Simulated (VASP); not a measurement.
# Li4Nb4O11 (a cell with a defect): single point with PBE

Crystal: Li4Nb4O11 (a cell with a defect).

```
CELL_PARAMETERS angstrom
5.22310 0.00000 0.00000
0.00000 3.01556 -4.59846
0.00000 6.03112 4.59846
ATOMIC_POSITIONS crystal
Li 0.00000 0.50000 0.25000
Li 0.50000 0.00000 0.75000
Li 0.00000 0.50000 0.75000
Li 0.50000 0.00000 0.25000
Nb 0.50000 0.50000 0.50000
Nb 0.00000 0.00000 0.00000
Nb 0.00000 0.00000 0.50000
Nb 0.50000 0.50000 0.00000
O 0.88033 0.00000 0.25000
O 0.38033 0.50000 0.75000
O 0.80984 0.69016 0.94016
O 0.80984 0.30984 0.55984
O 0.30984 0.80984 0.05984
O 0.11967 0.00000 0.75000
O 0.61967 0.50000 0.25000
O 0.69016 0.80984 0.55984
O 0.19016 0.30984 0.05984
O 0.26221 0.13472 0.44016
O 0.69016 0.19016 0.94016
```

This cell differs from its parent crystal: atom 18 moved 0.875 of the way to it and -0.175 Å across, host rigid.

* Program: VASP 6.6.1
* Task: single point
* Functional: PBE
* Potentials or basis: VASP PAW PBE potentials, release 64 (Li_sv, Nb_sv, O)
* Cutoff: 520 eV
* k mesh: 4 × 4 × 4
* Occupations: gaussian, width 0.05 eV
* Spin: no spin polarisation

```
Largest force : 11.299 eV/Å
```

Forces on the atoms (eV/Å):
```
Li  -0.610 -1.307 -0.422
Li   0.023  0.467  0.316
Li  -0.266  0.672  0.573
Li   0.279 -0.571 -0.461
Nb   5.496  1.244  1.700
Nb  -0.312 -0.147 -0.043
Nb  -8.200  2.106  2.039
Nb   0.249 -0.285 -0.168
O   -0.142  0.350  1.328
O   -0.352 -2.505 -1.862
O   -0.286 -0.003  0.192
O   -1.625  0.168 -1.118
O    0.041  0.067  0.428
O   -0.023 -1.351 -0.166
O   -1.157  2.007  1.560
O   -2.788 -2.270  2.311
O    0.135  0.364  0.012
O    9.563  0.774 -5.969
O   -0.024  0.218 -0.249
```

Levels at points of the mesh, in eV from the Fermi level:
| k point | band 60 | band 61 | band 62 | band 63 | band 64 | band 65 | band 66 | band 67 | band 68 | band 69 |
| --- | --- | --- | --- | --- | --- | --- | --- | --- | --- | --- |
| (0.00, 0.00, 0.00) | -0.98 | -0.93 | -0.44 | -0.43 | -0.33 | 0.27 | 0.97 | 1.47 | 1.70 | 2.29 |
| (0.50, 0.00, 0.00) | -1.10 | -0.98 | -0.80 | -0.41 | -0.32 | 1.04 | 1.49 | 1.69 | 2.00 | 2.40 |
| (0.00, 0.50, 0.00) | -1.09 | -1.02 | -0.83 | -0.41 | -0.40 | 1.20 | 1.41 | 1.63 | 2.12 | 2.40 |
| (0.50, 0.50, 0.00) | -1.09 | -0.97 | -0.93 | -0.85 | -0.81 | 0.46 | 1.26 | 1.48 | 1.62 | 2.29 |
| (0.00, 0.00, 0.50) | -1.02 | -0.90 | -0.42 | -0.38 | -0.27 | 0.24 | 0.95 | 1.98 | 2.25 | 2.46 |
| (0.50, 0.00, 0.50) | -0.82 | -0.75 | -0.64 | -0.41 | -0.31 | 0.97 | 1.53 | 1.94 | 2.36 | 2.71 |
| (0.00, 0.50, 0.50) | -0.86 | -0.77 | -0.71 | -0.41 | -0.38 | 1.12 | 1.35 | 1.98 | 2.37 | 2.73 |
| (0.50, 0.50, 0.50) | -1.19 | -0.99 | -0.92 | -0.89 | -0.80 | 0.44 | 1.27 | 1.99 | 2.22 | 2.83 |

Wall time 33 min on 1 thread of AMD EPYC 7R13, with other jobs on the host, peak memory 0.5 GiB.

Caveat: the cell carries a net charge on a neutralising background, which shifts energy and pressure; the cell differs from its parent crystal (atom 18 moved 0.875 of the way to it and -0.175 Å across, host rigid); the cell is charged against a uniform background, so pressure and absolute levels hang on convention.
